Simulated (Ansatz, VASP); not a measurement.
Two plane-wave programs on Hf2PbO3

Contents of INCAR:

```
ALGO = Normal ; EDIFF = 1E-6
ENCUT = 520 ; GGA = PE
ISIF = 2 ; ISMEAR = 0
LASPH = True ; LCHARG = False
LREAL = False ; LWAVE = False
NBANDS = 35 ; NELM = 100
PREC = Accurate ; SIGMA = 0.1
```

The input KPOINTS:

```
k-points
0
Gamma
  6 6 6
```

The input POSCAR:

```
Hf2PbO3
1.0
    5.3000158800      0.0000000000      0.0000000000
   -2.6500079400      4.5899484000      0.0000000000
    0.0000000000      0.0000000000      3.7225697800
Hf Pb O
2 1 3
Direct
    0.6666666700      0.3333333300      0.9631379800
    0.3333333300      0.6666666700      0.9631379800
    0.0000000000      0.0000000000      0.8888130200
    0.5000000000      0.5000000000      0.4595159900
    0.5000000000      0.0000000000      0.4595159900
    0.0000000000      0.5000000000      0.4595159900
```

Input for Ansatz:

```yaml
crystal:
  lattice:
    - [5.30001588, 0.0, 0.0]
    - [-2.65000794, 4.5899484, 0.0]
    - [0.0, 0.0, 3.72256978]
  atoms:
    - { symbol: Hf, position: [0.66666667, 0.33333333, 0.96313798] }
    - { symbol: Hf, position: [0.33333333, 0.66666667, 0.96313798] }
    - { symbol: Pb, position: [0.0, 0.0, 0.88881302] }
    - { symbol: O, position: [0.5, 0.5, 0.45951599] }
    - { symbol: O, position: [0.5, 0.0, 0.45951599] }
    - { symbol: O, position: [0.0, 0.5, 0.45951599] }
basis:
  ecutwfc: 420
kpoints:
  mp_grid: { grid: [6, 6, 6] }
hamiltonian:
  xc: pbe
scf:
  occupations: { method: gaussian, width: 0.1 }
  lower_state_search: "off"
output:
  forces: true
  stress: true
  eigenvalues: true
```

Change from the starting cell: species swapped into the ErCo3Ge2 type (P6mm, No. 183).

Alike in both runs: task single point; functional PBE; k mesh 6 × 6 × 6; occupations gaussian, width 0.1 eV; no spin polarisation.

|  | VASP | Ansatz |
| --- | --- | --- |
| version | VASP 6.6.1 | Ansatz 0.2.0 |
| potentials or method | VASP PAW PBE potentials, release 64 (Hf_pv, Pb_d, O), cutoff 520 eV | scalar-relativistic, plane waves, PAW |
| valence electrons in the cell | 52 | 84 |

|  | VASP | Ansatz | Ansatz less VASP |
| --- | --- | --- | --- |
| gap on the k mesh at the Fermi level (eV) | none | none | - |
| pressure (GPa) | -13.7 | -12.4 | +1.27 |
| traceless stress, the component that is largest in VASP (GPa) | -41.16 | -40.74 | +0.420 |
| rms of the force components (eV/Å) | 0.218 | 0.217 | -0.0005 |

Atom by atom the forces differ by 0.001 eV/Å (rms over components). A gap of «none» marks a metal or a gap that the smearing closes. VASP's potentials hold 52 valence electrons a cell and Ansatz's 84, so a difference there can come from the potentials and not from the codes.

Neither program's run includes spin-orbit coupling.
